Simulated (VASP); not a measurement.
Set up this calculation in VASP 6.6.1, as the native input.

- Task: single point
- Functional: r2SCAN
- Potentials or basis: VASP PAW PBE potentials, release 64 (K_sv, F)
- Cutoff: 520 eV
- k mesh: 12 × 12 × 4
- Occupations: fermi-dirac, width 0.02 eV
- Spin: no spin polarisation
- Dipole correction: no
- Further INCAR settings: ALGO = Normal; EDIFF = 1e-06; NBANDS = 24

KF:

```
K F
1.0
     3.65993    0.00000    0.00000
    -1.82997    3.16960    0.00000
     0.00000    0.00000    6.47881
K F
2 2
Cartesian
  0.0000 0.0000 0.0000
  0.0000 0.0000 3.2394
  0.0000 2.1131 1.6197
  1.8300 1.0565 4.8591
```

The input as run:

POSCAR

```
KF
1.0
    3.6599340438      0.0000000000      0.0000000000
   -1.8299670219      3.1695958582      0.0000000000
    0.0000000000      0.0000000000      6.4788100681
K F
2 2
Direct
    0.0000000000      0.0000000000      0.0000000000
    0.0000000000      0.0000000000      0.5000000000
    0.3333333333      0.6666666667      0.2500000000
    0.6666666667      0.3333333333      0.7500000000
```

INCAR.step1

```
ALGO = Normal ; EDIFF = 1E-4
ENCUT = 520 ; GGA = PE
ISMEAR = -1 ; LASPH = T
LCHARG = F ; LREAL = F
LWAVE = T ; NBANDS = 24
NELM = 60 ; PREC = Accurate
SIGMA = 0.02
```

INCAR.step2

```
ALGO = Normal ; EDIFF = 1E-6
ENCUT = 520 ; ISIF = 2
ISMEAR = -1 ; ISTART = 1
LASPH = T ; LCHARG = F
LMIXTAU = T ; LREAL = F
LWAVE = F ; METAGGA = R2SCAN
NBANDS = 24 ; NELM = 60
PREC = Accurate ; SIGMA = 0.02
```

KPOINTS

```
k-points
0
Gamma
  12 12 4
```

Potentials or basis: VASP PAW PBE potentials, release 64 (K_sv, F).

Run with:

```sh
$ cat potpaw_PBE.64/K_sv/POTCAR potpaw_PBE.64/F/POTCAR > POTCAR
$ cp INCAR.step1 INCAR
$ mpirun -np 1 vasp_std > vasp.out
$ cp INCAR.step2 INCAR
$ mpirun -np 1 vasp_std > vasp.out
```

It gave:

```
Pressure               : 0.0 GPa
Band gap on the k mesh : 6.87 eV
```

Caveat: the PAW data sets were made with another functional, which shifts forces and pressure a little.

Wall time 4 min on 1 thread of AMD EPYC 9R45 96-Core Processor (Zen 5), on a shared host, peak memory 0.22 GiB.
